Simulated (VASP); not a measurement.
Wanted: the native input for a VASP 6.6.1 run.

- Task: single point
- Functional: PBEsol
- Potentials or basis: VASP PAW PBE potentials, release 64 (Cd_sv_GW, F)
- Cutoff: 700 eV
- k mesh: 8 × 8 × 8
- Occupations: gaussian, width 0.05 eV
- Spin: no spin polarisation
- Dipole correction: no
- Further INCAR settings: ALGO = Normal; EDIFF = 1e-06; NBANDS = 24

The structure of CdF2 lies in POSCAR:

```
CdF2
1.0
    0.0000000000      2.6891365291      2.4820730164
    2.6891365291      0.0000000000      2.4820730164
    2.6891365291      2.6891365291      0.0000000000
Cd F
1 2
Direct
    0.0000000000      0.0000000000      0.0000000000
    0.2500000000      0.2500000000      0.2500000000
    0.7500000000      0.7500000000      0.7500000000
```

One way to write it, as run:

INCAR

```
SYSTEM = CdF2
PREC = Accurate ; ENCUT = 700
EDIFF = 1E-6 ; ISMEAR = 0
SIGMA = 0.05 ; LREAL = .FALSE.
LASPH = .TRUE. ; NELM = 120
ALGO = Normal ; ISIF = 2
LWAVE = .FALSE. ; LCHARG = .TRUE.
GGA = PS ; LELF = .TRUE.
LVHAR = .TRUE. ; NBANDS = 24
GGA_COMPAT = .FALSE.
```

KPOINTS

```
Automatic mesh
0
G
  8 8 8
  0 0 0
```

Potentials or basis: VASP PAW PBE potentials, release 64 (Cd_sv_GW, F).

The run is started by

```bash
$ cat potpaw_PBE.64/Cd_sv_GW/POTCAR potpaw_PBE.64/F/POTCAR > POTCAR
$ mpirun -np 1 vasp_std > vasp.out
```

It gave:

* Pressure: 10.6 GPa
* Band gap on the k mesh: 3.03 eV (least direct gap 3.45 eV)

Caveat: the stress differs along the axes, from 7 to 17 GPa; the PAW data sets were made with another functional, which shifts forces and pressure a little.

It took 53 s on 1 thread of Intel(R) Xeon(R) 6975P-C (Granite Rapids) (shared host), peak memory 0.24 GiB.
